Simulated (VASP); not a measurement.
Wanted: the native input for a VASP 6.6.1 run.

```
Task                   : single point
Functional             : revPBE
Potentials or basis    : VASP PAW PBE potentials, release 64 (Ag, Cl)
Cutoff                 : 500 eV
k mesh                 : 8 × 8 × 8
Occupations            : gaussian, width 0.01 eV
Spin                   : no spin polarisation
Dipole correction      : no
Further INCAR settings : ALGO = Normal; EDIFF = 1e-06; NBANDS = 16
```

The structure of AgCl lies in POSCAR:

```
AgCl
1.0
    3.4339730000      0.0000000000      0.0000000000
    0.0000000000      3.4339730000      0.0000000000
    0.0000000000      0.0000000000      3.4339730000
Ag Cl
1 1
Direct
    0.0540000000      0.5600000000      0.2810000000
    0.5540000000      1.0600000000      0.7810000000
```

These files were run (other wordings do the same):

INCAR

```
SYSTEM = AgCl
  PREC = Accurate
  ENCUT = 500
  EDIFF = 1E-6
  ISMEAR = 0
  SIGMA = 0.01
  LREAL = .False.
  LASPH = .True.
  NELM = 120
  ALGO = Normal
  ISIF = 2
  LWAVE = .False.
  LCHARG = .False.
  GGA = RE
  NBANDS = 16
  GGA_COMPAT = .False.
```

KPOINTS

```
Automatic mesh
0
Gamma
  8 8 8
  0 0 0
```

Potentials or basis: VASP PAW PBE potentials, release 64 (Ag, Cl).

Launch:

```bash
$ cat potpaw_PBE.64/Ag/POTCAR potpaw_PBE.64/Cl/POTCAR > POTCAR
$ mpirun -np 1 vasp_std > vasp.out
```

It gave:

```yaml
Pressure: 2.1 GPa
Band_gap_on_the_k_mesh: 0.69 eV, indirect (least direct gap 2.18 eV)
```

Caveat: the PAW data sets were made with another functional, which shifts forces and pressure a little.

Wall time 18 s on 1 thread of Intel(R) Xeon(R) Platinum 8488C (Sapphire Rapids), on a shared host, peak memory 0.16 GiB.
